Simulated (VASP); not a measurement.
Set up this calculation in VASP 6.6.1, as the native input.

```yaml
Task: single point
Functional: LDA
Potentials_or_basis: VASP PAW LDA potentials, release 64 (Sc_sv, Hg)
Cutoff: 520 eV
k_mesh: 7 × 7 × 7
Occupations: fermi-dirac, width 0.01 eV
Spin: no spin polarisation
Dipole_correction: no
Further_INCAR_settings: ALGO = Normal; EDIFF = 1e-06; NBANDS = 18
```

The structure of ScHg lies in POSCAR:

```
ScHg
1.0
    3.4800000000      0.0000000000      0.0000000000
    0.0000000000      3.4800000000      0.0000000000
    0.0000000000      0.0000000000      3.4800000000
Sc Hg
1 1
Direct
    0.5000000000      0.5000000000      0.5000000000
    0.0000000000      0.0000000000      0.0000000000
```

The input as run:

INCAR

```
PREC     = Accurate       # precision mode
ENCUT    = 520            # plane-wave cutoff, eV
EDIFF    = 1E-6           # SCF threshold, eV
ISMEAR   = -1             # smearing method
SIGMA    = 0.01           # smearing width, eV
LREAL    = F              # projectors in reciprocal space
LASPH    = T              # aspherical terms in the spheres
NELM     = 60             # most SCF steps
ALGO     = Normal         # electronic algorithm
ISIF     = 2              # what is computed and relaxed
LWAVE    = F              # write WAVECAR
LCHARG   = F              # write CHGCAR
NBANDS   = 18             # bands
```

KPOINTS

```
regular mesh
0
Gamma
  7 7 7
```

Potentials or basis: VASP PAW LDA potentials, release 64 (Sc_sv, Hg).

Launch:

```console
$ cat potpaw_LDA.64/Sc_sv/POTCAR potpaw_LDA.64/Hg/POTCAR > POTCAR
$ mpirun -np 1 vasp_std > vasp.out
```

It gave:

The pressure is -3.8 GPa.

Run time: 22 s on 1 thread of Intel Xeon 8259CL (shared host), peak memory 0.15 GiB.
